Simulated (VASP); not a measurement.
The system is HfAl3O4.

```
Hf Al O
1.0
    -3.11107    3.11107    3.11107
     3.11107   -3.11107    3.11107
     3.11107    3.11107   -3.11107
Hf Al O
1 3 4
Direct
  0.00000 0.00000 0.00000
  0.00000 0.50000 0.50000
  0.50000 0.00000 0.50000
  0.50000 0.50000 0.00000
  0.50000 0.50000 0.50000
  0.00000 0.00000 0.50000
  0.00000 0.50000 0.00000
  0.50000 0.00000 0.00000
```

```yaml
Program: VASP 6.6.1
Task: relaxation of cell and atoms
Functional: PBE
Potentials_or_basis: VASP PAW PBE potentials, release 64 (Hf_pv, Al, O)
Cutoff: 600 eV
k_mesh: 4 × 4 × 4
Occupations: gaussian, width 0.1 eV
Spin: no spin polarisation
```

At the start: pressure -24.1 GPa; volume 15.06 Å³/atom.

Where does the relaxation end?

Over 3 steps the energy falls by 412.3 meV/atom and the volume is 10.88 Å³/atom (-27.7 %); space group Im-3m (No. 229, to 0.05 Å).

The path:
| step | energy change (eV) | largest force (eV/Å) | pressure (GPa) | volume (Å³) |
| --- | --- | --- | --- | --- |
| 1 | 0.0000 | 0.0000 | -24.14 | 120.45 |
| 2 | -3.2753 | 0.0000 | 3.65 | 85.08 |
| 3 | -3.2982 | 0.0000 | 0.08 | 87.08 |

Final structure:
```
Hf Al O
1.0
    -2.79222    2.79222    2.79222
     2.79222   -2.79222    2.79222
     2.79222    2.79222   -2.79222
Hf Al O
1 3 4
Direct
  0.00000 0.00000 0.00000
  0.00000 0.50000 0.50000
  0.50000 0.00000 0.50000
  0.50000 0.50000 0.00000
  0.50000 0.50000 0.50000
  0.00000 0.00000 0.50000
  0.00000 0.50000 0.00000
  0.50000 0.00000 0.00000
```

Caveat: the volume moved by over 15 % at a fixed basis, so the end points are rough; an odd number of electrons without spin polarisation forces a metal; a magnetic or distorted state may lie lower.
